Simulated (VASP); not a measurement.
A run of VASP 6.6.1 is set up as follows.

Contents of INCAR:

```
ALGO     = Normal         # electronic algorithm
EDIFF    = 1E-7           # SCF threshold, eV
ENCUT    = 520            # plane-wave cutoff, eV
GGA      = PE             # functional
ISIF     = 2              # what is computed and relaxed
ISMEAR   = -1             # smearing method
LASPH    = T              # aspherical terms in the spheres
LCHARG   = F              # write CHGCAR
LREAL    = F              # projectors in reciprocal space
LWAVE    = F              # write WAVECAR
NBANDS   = 84             # bands
NELM     = 100            # most SCF steps
PREC     = Accurate       # precision mode
SIGMA    = 0.1            # smearing width, eV
```

Contents of KPOINTS:

```
k-points
0
Gamma
  3 2 3
```

The input POSCAR:

```
Zr12H
1.0
    6.4600000000      0.0000000000      0.0000000000
   -4.8450000000      8.3917860000      0.0000000000
    0.0000000000      0.0000000000      5.1453900000
Zr H
12 1
Direct
   -0.0008354684     -0.0088538959      0.0790221927
    0.2313750749      0.3181801824      0.5433990426
   -0.0275869102      0.3358283922      0.0201928328
    0.2089016217      0.5977511819      0.5110788492
    0.0405727376      0.6479669524     -0.0086096486
    0.1254550546      0.8704106611      0.5461976643
    0.4864537328     -0.0024786142      0.0364598213
    0.6421844741      0.2135421470      0.5476747146
    0.4579439540      0.2817993690      0.0822872513
    0.7208367286      0.5808060406      0.4664369465
    0.4680536088      0.5984780832      0.0652234330
    0.6145405756      0.8811830998      0.5125947693
    0.7531875054      0.7946937636      0.2305558957
```

Potentials or basis: VASP PAW PBE potentials, release 64 (Zr_sv, H).

Launch:

```bash
$ cat potpaw_PBE.64/Zr_sv/POTCAR potpaw_PBE.64/H/POTCAR > POTCAR
$ mpirun -np 1 vasp_std > vasp.out
```

What does it give for the pressure?

4.9 GPa.

Estimate the band gap on the k mesh.

zero (an odd number of electrons rules out a gap without spin polarisation).

Stress tensor (GPa, compression positive):
```
 6.44 -0.39  0.07
-0.39  3.10 -0.68
 0.07 -0.68  5.01
```

Caveat: the k points lie up to 0.41 Å⁻¹ apart, too coarse for converged energies and pressures of a metal; the atoms stand as in a frame of molecular dynamics.
